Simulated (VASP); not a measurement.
The system is Si3Ge2.

```
CELL_PARAMETERS angstrom
2.88317 0.00000 0.00000
-1.44159 2.49690 0.00000
0.00000 0.00000 23.38019
ATOMIC_POSITIONS crystal
Si 0.66667 0.33333 0.80000
Si 0.66667 0.33333 0.20000
Si 0.33333 0.66667 0.70000
Si 0.33333 0.66667 0.90000
Si 0.33333 0.66667 0.10000
Si 0.33333 0.66667 0.30000
Ge 0.66667 0.33333 0.00000
Ge 0.66667 0.33333 0.40000
Ge 0.66667 0.33333 0.60000
Ge 0.33333 0.66667 0.50000
```

| Item | Value |
| --- | --- |
| Program | VASP 6.6.1 |
| Task | relaxation of cell and atoms |
| Functional | PBE |
| Potentials or basis | VASP PAW PBE potentials, release 64 (Si, Ge_d) |
| Cutoff | 600 eV |
| k mesh | 6 × 6 × 1 |
| Occupations | gaussian, width 0.1 eV |
| Spin | no spin polarisation |

At the start: pressure -0.8 GPa; volume 16.83 Å³/atom.

Task: Where does the relaxation end?

Result: Over 32 steps the energy falls by 98.6 meV/atom and the volume is 16.80 Å³/atom (-0.2 %); space group P-6m2 (No. 187, to 0.1 Å) before and after.

The path:
| step | energy change (eV) | largest force (eV/Å) | pressure (GPa) | volume (Å³) |
| --- | --- | --- | --- | --- |
| 1 | 0.0000 | 0.4923 | -0.82 | 168.31 |
| 2 | -0.4545 | 0.5460 | -0.67 | 165.94 |
| 3 | -0.4550 | 0.5444 | -0.72 | 166.01 |
| 4 | -0.5400 | 0.4969 | 0.18 | 163.96 |
| 5 | -0.6306 | 0.2825 | 3.01 | 159.12 |
| 6 | -0.6825 | 0.2133 | 2.29 | 160.33 |
| 7 | -0.7524 | 0.1967 | 0.42 | 163.96 |
| 8 | -0.7541 | 0.1990 | 0.16 | 164.52 |
| 9 | -0.7856 | 0.2222 | -0.37 | 165.85 |
| 10 | -0.8318 | 0.3062 | -1.22 | 168.32 |
| 11 | -0.8498 | 0.3676 | -2.01 | 173.28 |
| 12 | -0.8711 | 0.3542 | -1.67 | 170.59 |
| 13 | -0.8740 | 0.3587 | -1.80 | 171.60 |
| 14 | -0.8784 | 0.5477 | 0.01 | 169.08 |
| 15 | -0.8931 | 0.3480 | -0.84 | 170.24 |
| 16 | -0.9222 | 0.2613 | -0.05 | 168.19 |
| 17 | -0.9322 | 0.1767 | 0.84 | 166.16 |
| 18 | -0.9448 | 0.1202 | 0.18 | 167.33 |
| 19 | -0.9464 | 0.0954 | -0.11 | 167.89 |
| 20 | -0.9490 | 0.0957 | 0.01 | 167.84 |
| 21 | -0.9490 | 0.0989 | 0.01 | 167.83 |
| 22 | -0.9519 | 0.0962 | 0.05 | 167.83 |
| 23 | -0.9590 | 0.0907 | 0.14 | 167.82 |
| 24 | -0.9645 | 0.1673 | 0.36 | 167.81 |
| 25 | -0.9672 | 0.1478 | 0.16 | 168.25 |
| 26 | -0.9703 | 0.0946 | -0.45 | 169.53 |
| 27 | -0.9739 | 0.0869 | -0.31 | 169.28 |
| 28 | -0.9762 | 0.0855 | -0.12 | 168.92 |
| 29 | -0.9791 | 0.0898 | 0.01 | 168.46 |
| 30 | -0.9806 | 0.0960 | 0.23 | 167.79 |
| 31 | -0.9834 | 0.0647 | 0.18 | 167.85 |
| 32 | -0.9862 | 0.0296 | 0.06 | 167.96 |

Final structure:
```cif
data_structure
_symmetry_space_group_name_H-M 'P 1'
_symmetry_Int_Tables_number 1
_cell_length_a 2.9636
_cell_length_b 2.9636
_cell_length_c 22.0810
_cell_angle_alpha 90.000
_cell_angle_beta 90.000
_cell_angle_gamma 120.000
_cell_volume 167.96
loop_
_atom_site_label
_atom_site_type_symbol
_atom_site_fract_x
_atom_site_fract_y
_atom_site_fract_z
_atom_site_occupancy
Si1 Si 0.66667 0.33333 0.80962 1
Si2 Si 0.66667 0.33333 0.19038 1
Si3 Si 0.33333 0.66667 0.72176 1
Si4 Si 0.33333 0.66667 0.89599 1
Si5 Si 0.33333 0.66667 0.10401 1
Si6 Si 0.33333 0.66667 0.27824 1
Ge1 Ge 0.66667 0.33333 0.00000 1
Ge2 Ge 0.66667 0.33333 0.37614 1
Ge3 Ge 0.66667 0.33333 0.62386 1
Ge4 Ge 0.33333 0.66667 0.50000 1
```

Caveat: the k points lie up to 0.41 Å⁻¹ apart in the final cell, too coarse for converged energies and pressures of a metal.
